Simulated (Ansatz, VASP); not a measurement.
## Two plane-wave programs on Cd2S

```
Cd S
1.0
     3.96267    0.00000    0.00000
    -1.98134    3.43177    0.00000
     0.00000    0.00000    5.80919
Cd S
2 1
Direct
  0.33333 0.66667 0.93272
  0.66667 0.33333 0.57873
  0.33333 0.66667 0.36571
```

Alike in both runs: task single point; functional PBE-based screened hybrid; k mesh 4 × 4 × 3; occupations fermi-dirac, width 0.05 eV; no spin polarisation.

|  | VASP | Ansatz |
| --- | --- | --- |
| version | VASP 6.6.1 | Ansatz 0.2.0 |
| potentials or method | VASP PAW PBE potentials, release 64 (Cd, S) | Ansatz PAW |
| plane-wave cutoff (eV) | 520 | 420 |
| valence electrons in the cell | 30 | 46 |

VASP gave:

```
gap on the k mesh at the Fermi level (eV)                     : 1.25
least direct gap on the mesh (eV)                             : 1.91
pressure (GPa)                                                : -1.8
traceless stress, the component that is largest in VASP (GPa) : 0.05
rms of the force components (eV/Å)                            : 0.143
```

Problem. What did Ansatz give for the same quantities?

Solution. gap on the k mesh at the Fermi level (eV): 1.25; least direct gap on the mesh (eV): 1.90; pressure (GPa): -2.0; traceless stress, the component that is largest in VASP (GPa): -0.01; rms of the force components (eV/Å): 0.151.

VASP's potentials were made for PBE, not for PBE-based screened hybrid. Atom by atom the forces differ by 0.008 eV/Å (rms over components). The functional is the same, so the differences come from potentials, cutoffs and numerics. VASP's potentials hold 30 valence electrons a cell and Ansatz's 46, so a difference there can come from the potentials and not from the codes.

The k mesh is coarse, so the values compare programs but aren't converged. Noted on Ansatz's run: odd divisions of the mesh miss points on the zone boundary, where band edges often lie, so the gap on the mesh can be too wide.
